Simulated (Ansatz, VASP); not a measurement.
# One calculation of ZrSi2, two programs

Contents of INCAR:

```
ALGO = Normal
EDIFF = 1E-7
EDIFFG = -0.01
ENCUT = 600
GGA = PE
IBRION = 2
ISIF = 3
ISMEAR = 0
LASPH = True
LCHARG = False
LREAL = False
LWAVE = False
NELM = 60
NSW = 100
PREC = Accurate
SIGMA = 0.1
```

KPOINTS

```
k-points
0
Gamma
  16 16 16
```

The input POSCAR:

```
ZrSi2
1.0
   -1.9478338254      1.9478338254      3.8395445763
    1.9478338254     -1.9478338254      3.8395445763
    1.9478338254      1.9478338254     -3.8395445763
Zr Si
1 2
Direct
    0.5000000000      0.5000000000      0.0000000000
    0.0000000000      0.0000000000      0.0000000000
    0.7500000000      0.2500000000      0.5000000000
```

Input for Ansatz:

```yaml
crystal:
  lattice:
    - [-1.9478338254, 1.9478338254, 3.8395445763]
    - [1.9478338254, -1.9478338254, 3.8395445763]
    - [1.9478338254, 1.9478338254, -3.8395445763]
  atoms:
    - { symbol: Zr, position: [0.5, 0.5, 0.0] }
    - { symbol: Si, position: [0.0, 0.0, 0.0] }
    - { symbol: Si, position: [0.75, 0.25, 0.5] }
basis:
  ecutwfc: 420
kpoints:
  mp_grid: { grid: [16, 16, 16] }
hamiltonian:
  xc: pbe
scf:
  occupations: { method: gaussian, width: 0.1 }
output:
  forces: true
  stress: true
  eigenvalues: true
  write_density: true
  write_potential: true
  elf: true
  volumetric_format: npy
relax:
  adjacent_minimum: "off"
  f_tol: 0.01
  max_steps: 80
  cell: { stress_tol: 0.05 }
```

Alike in both runs: task relaxation of cell and atoms; functional PBE; k mesh 16 × 16 × 16; occupations gaussian, width 0.1 eV; no spin polarisation.

|  | VASP | Ansatz |
| --- | --- | --- |
| version | VASP 6.6.1 | Ansatz 0.2.0 |
| potentials or method | VASP PAW PBE potentials, release 64 (Zr_sv, Si), cutoff 600 eV | scalar-relativistic, plane waves, PAW |
| valence electrons in the cell | 20 | 20 |

|  | VASP | Ansatz | Ansatz less VASP |
| --- | --- | --- | --- |
| gap on the k mesh at the Fermi level, each at its own relaxed structure (eV) | none | none | - |
| relaxed volume (Å³/atom) | 19.42 | 19.40 | -0.015 |
| relaxed cell length with the largest relative difference (Å) | 4.743 | 4.740 | -0.0025 |

A gap of «none» marks a metal or a gap that the smearing closes.
